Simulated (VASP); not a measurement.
# RbBr (zincblende type) (F-43m) in VASP: density of states with LDA

Aim: the density of states of RbBr (zincblende type) with LDA.

Everything below comes from runs of VASP 6.6.1. Logs are shortened: lines on timing, memory, paths and dates and some standing lists are left out, and cuts for length are marked.

## Step 1: The cell of the first run

Symmetry: F-43m, No. 216, cubic system. The conventional cell has a = 5.712 Å, b = 5.712 Å, c = 5.712 Å, α = 90.00°, β = 90.00°, γ = 90.00°. Within 3.3 Å of Rb (site symmetry -43m) lie 4 Br at 2.47 Å. Within 3.3 Å of Br (site symmetry -43m) lie 4 Rb at 2.47 Å.

## Step 2: Density of states, LDA (volume scaled by 0.45)

POSCAR reads:

```
RbBr
1.0
    0.0000000000      2.8561509026      2.8561509026
    2.8561509026      0.0000000000      2.8561509026
    2.8561509026      2.8561509026      0.0000000000
Rb Br
1 1
Direct
    0.0000000000      0.0000000000      0.0000000000
    0.2500000000      0.2500000000      0.2500000000
```

INCAR.step1 reads:

```
SYSTEM = RbBr
PREC = Accurate ; ENCUT = 520
EDIFF = 1E-6 ; ISMEAR = -1
SIGMA = 0.08 ; LREAL = .False.
LASPH = .True. ; NELM = 100
ALGO = Normal ; ISIF = 2
LWAVE = .False. ; LCHARG = .True.
GGA = CA ; NBANDS = 15
```

KPOINTS.step1 reads:

```
regular mesh
0
Gamma
  12 12 12
  0 0 0
```

INCAR.step2 reads:

```
SYSTEM = RbBr
PREC = Accurate ; ENCUT = 520
EDIFF = 1E-6 ; ISMEAR = -5
SIGMA = 0.08 ; LREAL = .False.
LASPH = .True. ; NELM = 100
ALGO = Normal ; ISIF = 2
LWAVE = .False. ; LCHARG = .False.
GGA = CA ; LORBIT = 11
NEDOS = 2001 ; ICHARG = 11
```

KPOINTS.step2 reads:

```
regular mesh
0
Gamma
  18 18 18
  0 0 0
```

Potentials or basis: VASP PAW LDA potentials, release 64 (Rb_sv, Br).

Command:

```console
$ cat potpaw_LDA.64/Rb_sv/POTCAR potpaw_LDA.64/Br/POTCAR > POTCAR
$ cp INCAR.step1 INCAR
$ cp KPOINTS.step1 KPOINTS
$ mpirun -np 1 vasp_std > vasp.out
$ cp INCAR.step2 INCAR
$ cp KPOINTS.step2 KPOINTS
$ mpirun -np 1 vasp_std > vasp.out
```

OUTCAR:

```text
SYSTEM = RbBr
   PREC = Accurate
   ENCUT = 520
   EDIFF = 1E-6
   ISMEAR = -5
   LREAL = .False.
   LASPH = .True.
   NELM = 100
   ISIF = 2
   GGA = CA
   LORBIT = 11
   ICHARG = 11

 ion  position               nearest neighbor table
   1  0.000  0.000  0.000-   2 2.47   2 2.47   2 2.47   2 2.47
   2  0.250  0.250  0.250-   1 2.47   1 2.47   1 2.47   1 2.47

  LATTYP: Found a face centered cubic cell.
 ALAT       =     5.7123018052

  Lattice vectors:

 A1 = (   0.0000000000,   2.8561509026,   2.8561509026)
 A2 = (   2.8561509026,   0.0000000000,   2.8561509026)
 A3 = (   2.8561509026,   2.8561509026,   0.0000000000)

Analysis of symmetry for initial positions (statically):
=====================================================================
 Subroutine PRICEL returns:
 Original cell was already a primitive cell.

 Routine SETGRP: Setting up the symmetry group for a
 face centered cubic supercell.

 Subroutine GETGRP returns: Found 24 space group operations
 (whereof 24 operations were pure point group operations)
 out of a pool of 48 trial point group operations.

The static configuration has the point symmetry T_d .

Analysis of symmetry for dynamics (positions and initial velocities):
=====================================================================
 Subroutine PRICEL returns:
 Original cell was already a primitive cell.

 Routine SETGRP: Setting up the symmetry group for a
 face centered cubic supercell.

 Subroutine GETGRP returns: Found 24 space group operations
 (whereof 24 operations were pure point group operations)
 out of a pool of 48 trial point group operations.

The dynamic configuration has the point symmetry T_d .

 Subroutine INISYM returns: Found 24 space group operations
 (whereof 24 operations are pure point group operations),
 and found     1 'primitive' translations

----------------------------------------------------------------------------------------

                                     Primitive cell

  volume of cell :      46.5987

  direct lattice vectors                    reciprocal lattice vectors
     0.000000000  2.856150903  2.856150903    -0.175060778  0.175060778  0.175060778
     2.856150903  0.000000000  2.856150903     0.175060778 -0.175060778  0.175060778
     2.856150903  2.856150903  0.000000000     0.175060778  0.175060778 -0.175060778

  length of vectors
     4.039207343  4.039207343  4.039207343     0.303214162  0.303214162  0.303214162

  position of ions in fractional coordinates (direct lattice)
     0.000000000  0.000000000  0.000000000
     0.250000000  0.250000000  0.250000000

  ion indices of the primitive-cell ions
   primitive index   ion index
                 1           1
                 2           2

----------------------------------------------------------------------------------------

 KPOINTS: regular mesh

Automatic generation of k-mesh.
 Grid dimensions read from file:
 generate k-points for:   18   18   18

 Generating k-lattice:

  Cartesian coordinates                     Fractional coordinates (reciprocal lattice)
    -0.009725599  0.009725599  0.009725599     0.055555556  0.000000000  0.000000000
     0.009725599 -0.009725599  0.009725599     0.000000000  0.055555556  0.000000000
     0.009725599  0.009725599 -0.009725599     0.000000000  0.000000000  0.055555556

  Length of vectors
     0.016845231  0.016845231  0.016845231

  Shift w.r.t. Gamma in fractional coordinates (k-lattice)
     0.000000000  0.000000000  0.000000000

 TETIRR: Found    806 inequivalent tetrahedra from    34992

 Subroutine IBZKPT returns following result:
 ===========================================

 Found    195 irreducible k-points:

 Following reciprocal coordinates:
            Coordinates               Weight
  0.000000  0.000000  0.000000      1.000000
  0.055556  0.000000  0.000000      8.000000
  0.111111  0.000000  0.000000      8.000000
  0.166667  0.000000  0.000000      8.000000
  0.222222  0.000000  0.000000      8.000000
  0.277778  0.000000  0.000000      8.000000
[... 16 lines left out ...]
 -0.277778  0.055556  0.000000     24.000000
 -0.222222  0.055556  0.000000     24.000000
 [... further k-points ...]
   k-points           NKPTS =    195   k-points in BZ     NKDIM =    195   number of bands    NBANDS=     12
   number of dos      NEDOS =   2001   number of ions     NIONS =      2
   total plane-waves  NPLWV =  27000
   dimension x,y,z NGX =    30 NGY =   30 NGZ =   30
   dimension x,y,z NGXF=    60 NGYF=   60 NGZF=   60
   ions per type =               1   1
   NGX,Y,Z   is equivalent  to a cutoff of  12.35, 12.35, 12.35 a.u.
   NGXF,Y,Z  is equivalent  to a cutoff of  24.69, 24.69, 24.69 a.u.
 SYSTEM =  RbBr
   PREC   = accura    normal or accurate (medium, high low for compatibility)
   ISTART =      0    job   : 0-new  1-cont  2-samecut
   ICHARG =     11    charge: 1-file 2-atom 10-const
   ISPIN  =      1    spin polarized calculation?
   LNONCOLLINEAR =      F non collinear calculations
   LSORBIT =      F    spin-orbit coupling
   LASPH  =      T    aspherical Exc in radial PAW
   ENCUT  =  520.0 eV  38.22 Ry    6.18 a.u.   7.51  7.51  7.51*2*pi/ulx,y,z
   NELM   =    100;   NELMIN=  2; NELMDL=  0     # of ELM steps
   EDIFF  = 0.1E-05   stopping-criterion for ELM
   LREAL  =      F    real-space projection
   EDIFFG = 0.1E-04   stopping-criterion for IOM
   NSW    =      0    number of steps for IOM
   IBRION =     -1    ionic relax: 0-MD 1-quasi-New 2-CG
   NFREE  =      0    steps in history (QN), initial steepest desc. (CG)
   ISIF   =      2    stress and relaxation
   ISYM   =      2    0-nonsym 1-usesym 2-fastsym
   POTIM  = 0.5000    time-step for ionic-motion
   TEBEG  =    0.0;   TEEND  =   0.0 temperature during run
   PSTRESS=    0.0 pullay stress
   NELECT =      16.0000    total number of electrons
   NUPDOWN=      -1.0000    fix difference up-down
   EMIN   =  10.00;   EMAX   =-10.00  energy-range for DOS
   EFERMI =   0.00;   METHOD = LEGACY
   ISMEAR =    -5;   SIGMA  =   0.08  broadening in eV -4-tet -1-fermi 0-gaus
   EFERMI_NEDOS =   21; number of points for ismear=-14 and -15
   IALGO  =     38    algorithm
   IMIX   =      4    mixing-type and parameters
     AMIX     =   0.40;   BMIX     =  1.00
     AMIX_MAG =   1.60;   BMIX_MAG =  1.00
  volume/ion in A,a.u.               =      23.30       157.23
  Fermi-wavevector in a.u.,A,eV,Ry     =   1.146367  2.166320 17.880196  1.314157
  Thomas-Fermi vector in A             =   2.283052
   LORBIT       =     11    0 simple, 1 ext, 2 COOP (PROOUT), +10 PAW based schemes
   GGA     = CA    functional components
   LHFCALC =     F    Hartree Fock is set to
   AEXX    =    0.0000 exact exchange contribution
   IVDW    =     0    specifies the selected vdW correction
   LEPSILON=     F    determine dielectric tensor
   LRPA    =     F    only Hartree local field effects (RPA)
 non-spin polarized calculation
 Fermi weights with tetrahedron method with Bloechl corrections
  energy-cutoff  :      520.00
  volume of cell :       46.60
 maximum number of plane-waves:      1279

 number of electron      15.9999999 magnetization

 Free energy of the ion-electron system (eV)
  ---------------------------------------------------
  ext. energy  EPLUGINS =         0.00000000
  ---------------------------------------------------
  free energy    TOTEN  =        -1.51956650 eV

  energy without entropy =       -1.51956650  energy(sigma->0) =       -1.51956650

 E-fermi :   2.1538     XC(G=0):  -9.8341

 val. band max:        2.1414158233   @ k =   0.5000   0.5000   0.0000
 cond. band min:       5.9099532414   @ k =   0.0000   0.0000   0.0000
 fundamental gap:      3.7685374181
 Fermi energy:         2.1537506839

 k-point     1 :       0.0000    0.0000    0.0000
  band No.  band energies     occupation
      1     -22.9571      2.00000
      2     -11.5554      2.00000
      3      -7.1933      2.00000
      4      -7.1933      2.00000
      5      -7.1933      2.00000
      6      -0.0879      2.00000
      7      -0.0879      2.00000
      8      -0.0879      2.00000
      9       5.9100      0.00000
     10       9.4327      0.00000
     11       9.4327      0.00000
     12      12.1432      0.00000

 k-point     2 :       0.0556    0.0000    0.0000
  band No.  band energies     occupation
      1     -22.9495      2.00000
      2     -11.6127      2.00000
      3      -7.2044      2.00000
      4      -7.2044      2.00000
      5      -7.1521      2.00000
      6      -0.0929      2.00000
      7      -0.0612      2.00000
      8      -0.0612      2.00000
      9       6.0313      0.00000
     10       9.3329      0.00000
     11       9.3329      0.00000
     12      12.0368      0.00000

 k-point     3 :       0.1111    0.0000    0.0000
  band No.  band energies     occupation
      1     -22.9275      2.00000
      2     -11.7709      2.00000
      3      -7.2360      2.00000
      4      -7.2360      2.00000
      5      -7.0437      2.00000
      6      -0.0917      2.00000
      7       0.0146      2.00000
      8       0.0146      2.00000
      9       6.3681      0.00000
     10       9.1191      0.00000
     11       9.1191      0.00000
     12      11.7875      0.00000
[... 286 lines left out ...]
 k-point    23 :      -0.2778    0.0556    0.0000
  band No.  band energies     occupation
      1     -22.7842      2.00000
      2     -12.6037      2.00000
      3      -7.5280      2.00000
      4      -7.3943      2.00000
      5      -6.5409      2.00000
      6       0.2465      2.00000
      7       0.4044      2.00000
      8       0.6093      2.00000
      9       7.9268      0.00000
     10       8.5516      0.00000
     11       9.1123      0.00000
     12      11.2478      0.00000

 k-point    24 :      -0.2222    0.0556    0.0000
  band No.  band energies     occupation
      1     -22.8300      2.00000
      2     -12.3647      2.00000
      3      -7.4613      2.00000
      4      -7.3351      2.00000
      5      -6.6462      2.00000
      6       0.0510      2.00000
      7       0.2685      2.00000
      8       0.4612      2.00000
      9       7.5750      0.00000
     10       8.4914      0.00000
     11       9.0370      0.00000
     12      11.5412      0.00000

 [... further k-points ...]
[... 5 lines left out ...]
  --------------------------------------------------------------------------------------
  -------------------------------------------------------------------------------------
  Total       16.2152663     16.2152663     16.2152663      0.0000000      0.0000000     -0.0000000
  in kB      557.5209915    557.5209915    557.5209915      0.0000000      0.0000000     -0.0000000
  external PRESSURE =     557.5209915 kB  Pullay stress =       0.0000000 kB

 VOLUME and BASIS-vectors are now :
 -----------------------------------------------------------------------------
  energy-cutoff  :      520.00
  volume of cell :       46.60
      direct lattice vectors                 reciprocal lattice vectors
     0.000000000  2.856150903  2.856150903    -0.175060778  0.175060778  0.175060778
     2.856150903  0.000000000  2.856150903     0.175060778 -0.175060778  0.175060778
     2.856150903  2.856150903  0.000000000     0.175060778  0.175060778 -0.175060778

 POSITION                                       TOTAL-FORCE (eV/Angst)
 -----------------------------------------------------------------------------------
      0.00000      0.00000      0.00000         0.000000      0.000000      0.000000
      1.42808      1.42808      1.42808        -0.000000     -0.000000     -0.000000
 -----------------------------------------------------------------------------------
    total drift:                                0.000000      0.000000      0.000000

  FREE ENERGIE OF THE ION-ELECTRON SYSTEM (eV)
  ---------------------------------------------------
  free  energy   TOTEN  =        -1.5195665036 eV

  energy  without entropy=       -1.5195665036  energy(sigma->0) =       -1.51956650

 total charge

# of ion       s       p       d       tot
------------------------------------------
    1        1.999   5.352   0.247   7.598
    2        1.647   3.480   0.054   5.182
--------------------------------------------------
tot          3.647   8.831   0.301  12.779
```

It took 83 s on 1 thread of AMD EPYC 7R13 (Zen 3), shared host; peak memory 0.21 GiB.

Results:

```yaml
Valence_electrons_inside_the_program's_atomic_spheres: Rb 7.60; Br 5.18
```

Levels at points of the mesh, in eV from the valence-band top:
| k point | band 4 | band 5 | band 6 | band 7 | band 8 | band 9 | band 10 | band 11 | band 12 |
| --- | --- | --- | --- | --- | --- | --- | --- | --- | --- |
| (0.00, 0.00, 0.00) | -9.33 | -9.33 | -2.23 | -2.23 | -2.23 | 3.77 | 7.29 | 7.29 | 10.00 |
| (0.50, 0.00, 0.00) | -9.67 | -8.68 | -1.46 | -1.46 | -1.04 | 6.44 | 6.90 | 7.65 | 7.65 |
| (0.50, 0.50, 0.00) | -10.14 | -7.59 | -3.15 | 0.00 | 0.00 | 4.50 | 6.29 | 9.59 | 9.59 |
